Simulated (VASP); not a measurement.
## Si5NiO12: single point with PBEsol+U

Crystal: Si5NiO12.

```
Ni Si O
1.0
     9.83272    0.00000    0.00000
    -2.45818    4.25769    0.00000
     0.00000    0.00000    5.40840
Ni Si O
1 5 12
Direct
  0.22767 0.01676 0.67293
  0.73274 0.98223 0.65969
  0.99550 0.45696 0.33616
  0.50196 0.45609 0.32428
  0.27235 0.56632 0.01939
  0.76938 0.52151 0.98916
  0.20060 0.33750 0.77778
  0.70472 0.25368 0.77588
  0.36436 0.11724 0.42189
  0.85837 0.11737 0.43326
  0.43535 0.59414 0.11264
  0.93344 0.57512 0.10410
  0.14288 0.42261 0.24081
  0.64146 0.41055 0.21031
  0.04096 0.70499 0.56393
  0.56767 0.70393 0.55316
  0.30624 0.91296 0.93629
  0.79989 0.85071 0.87405
```

- Program: VASP 6.6.1
- Task: single point
- Functional: PBEsol
- Potentials or basis: VASP PAW PBE potentials, release 64 (Ni, Si, O)
- Cutoff: 520 eV
- k mesh: 4 × 4 × 3
- Occupations: gaussian, width 0.05 eV
- Spin: collinear spin, zero start
- Starting moments: [0.0, 0.0, 0.0, 0.0, 0.0, 0.0, 0.0, 0.0, 0.0, 0.0, 0.0, 0.0, 0.0, 0.0, 0.0, 0.0, 0.0, 0.0] μB
- Fixed moment: 0 μB
- Hubbard terms: Ni d U = 5.0 eV

```json
{
  "Pressure": "-0.1 GPa",
  "Largest force": "2.000 eV/Å",
  "Net moment": "0.00 μB per cell",
  "Valence electrons inside the program's atomic spheres": "Ni 9.42; Si 1.65, 1.67, 1.66 (each value once); O 5.02, 5.22, 5.04, 5.21, 5.20, 5.03 (each value once)"
}
```

Forces on the atoms (eV/Å):
```
Ni  -0.231  0.131  0.196
Si   0.005 -0.004 -0.055
Si   0.034 -0.277 -0.244
Si   0.012  0.483  0.309
Si   0.004 -0.246 -0.093
Si   0.203  0.059 -0.085
O    1.294 -0.776  0.037
O   -0.027  0.041 -0.009
O   -1.038 -1.391  0.822
O   -0.042 -0.065  0.003
O   -0.072  0.079 -0.110
O   -0.080 -0.019 -0.026
O    0.011  0.093  0.053
O   -0.185 -0.128  0.137
O    1.218  0.638 -0.069
O   -0.016 -0.047 -0.047
O   -1.091  1.440 -0.858
O    0.001 -0.009  0.038
```

Stress tensor (GPa, compression positive):
```
-2.33  0.18  0.13
 0.18  1.57  1.31
 0.13  1.31  0.49
```

Eigenvalues of the final occupation matrices:
| site | spin | trace | eigenvalues |
| --- | --- | --- | --- |
| site 1 d | 1 | 4.16 | 0.57 0.58 0.99 1.00 1.03 |
| site 1 d | 2 | 4.16 | 0.57 0.58 0.99 1.00 1.03 |

Run time: 23 min on 4 MPI ranks on AMD EPYC 7R43 64-Core Processor (Zen 3), on a shared host, peak memory 0.78 GiB a rank.

Caveat: the k points lie up to 0.39 Å⁻¹ apart; the PAW data sets were made with another functional, which shifts forces and pressure a little; the total moment is fixed, so each spin has its own Fermi level.
